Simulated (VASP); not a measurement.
A run of VASP 6.6.1:

Contents of INCAR:

```
  PREC = Accurate
  ENCUT = 520
  EDIFF = 1E-6
  ISMEAR = 0
  SIGMA = 0.02
  LREAL = F
  LASPH = T
  NELM = 100
  ALGO = Normal
  ISIF = 2
  LWAVE = F
  LCHARG = F
  GGA = PE
  NBANDS = 26
```

Contents of KPOINTS:

```
regular mesh
0
Gamma
  12 12 6
```

The input POSCAR:

```
CdS
1.0
    4.1965320718      0.0000000000      0.0000000000
   -2.0982660359      3.6343033820      0.0000000000
    0.0000000000      0.0000000000      6.8290326695
Cd S
2 2
Direct
    0.3333333333      0.6666666667     -0.0007883714
    0.6666666667      0.3333333333      0.4992116286
    0.3333333333      0.6666666667      0.3757883714
    0.6666666667      0.3333333333      0.8757883714
```

Potentials or basis: VASP PAW PBE potentials, release 64 (Cd, S).

The run is started by

```console
$ cat potpaw_PBE.64/Cd/POTCAR potpaw_PBE.64/S/POTCAR > POTCAR
$ mpirun -np 1 vasp_std > vasp.out
```

Hardware: 1 thread of AMD EPYC 7R43 64-Core Processor (Zen 3) (shared host).

Question: How long does it take, and how much memory?

Answer: Wall time 2.3 min on 1 thread of AMD EPYC 7R43 64-Core Processor (Zen 3), on a shared host, peak memory 0.3 GiB. Counts: scf iterations 14, k points 76.
